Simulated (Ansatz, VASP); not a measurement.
# RbCl: VASP beside Ansatz

File INCAR:

```
SYSTEM = RbCl
PREC = Accurate ; ENCUT = 500
EDIFF = 1E-6 ; ISMEAR = -1
SIGMA = 0.03 ; LREAL = .False.
LASPH = .True. ; NELM = 200
ALGO = Normal ; ISIF = 2
LWAVE = .False. ; LCHARG = .True.
MAGMOM = 0 0 0 0 0 0 ; LORBIT = 11
LSORBIT = .True. ; GGA_COMPAT = .False.
LORBMOM = .True. ; GGA = PE
LVHAR = .True. ; NBANDS = 28
```

Contents of KPOINTS:

```
regular mesh
0
Gamma
  6 6 6
  0 0 0
```

The input POSCAR:

```
RbCl
1.0
    0.0000000000      3.2740000000      3.2740000000
    3.2740000000      0.0000000000      3.2740000000
    3.2740000000      3.2740000000      0.0000000000
Rb Cl
1 1
Direct
    0.0000000000      0.0000000000      0.0000000000
    0.5000000000      0.5000000000      0.5000000000
```

Input for Ansatz:

```yaml
crystal:
  lattice:
    - [0.0, 3.274, 3.274]
    - [3.274, 0.0, 3.274]
    - [3.274, 3.274, 0.0]
  atoms:
    - { symbol: Rb, position: [0.0, 0.0, 0.0] }
    - { symbol: Cl, position: [0.5, 0.5, 0.5] }
kpoints:
  mp_grid: { grid: [6, 6, 6] }
  band_path:
    path:
      - [0.0, 0.0, 0.0]
      - [0.5, 0.0, 0.5]
      - [0.625, 0.25, 0.625]
      - [0.375, 0.375, 0.75]
      - [0.0, 0.0, 0.0]
      - [0.5, 0.5, 0.5]
      - [0.5, 0.25, 0.75]
      - [0.5, 0.0, 0.5]
    npoints: 5
scf:
  occupations: { method: fermi_dirac, width: 0.03 }
hamiltonian:
  xc: pbe
  pseudopotentials: { kind: all_electron, lapw: { basis_error: 0.0005 } }
output:
  forces: true
  stress: true
  eigenvalues: true
magnetization:
  noncollinear: true
  spin_orbit: true
```

Alike in both runs: task single point; functional PBE; k mesh 6 × 6 × 6; occupations fermi-dirac, width 0.03 eV; non-collinear spin, spin-orbit coupling.

```csv
,VASP,Ansatz
version,VASP 6.6.1,Ansatz 0.2.0
potentials or method,"VASP PAW PBE potentials, release 64 (Rb_sv, Cl), cutoff 500 eV",all-electron LAPW
```

Ansatz gave:

* pressure (GPa): 1.1
* net moment per atom (μB): 0.00

**Question.** What did VASP give for the same quantities?

**Answer.** Pressure (GPa): 1.2; net moment per atom (μB): 0.00.

Ansatz ran all-electron here, and VASP with PAW potentials.
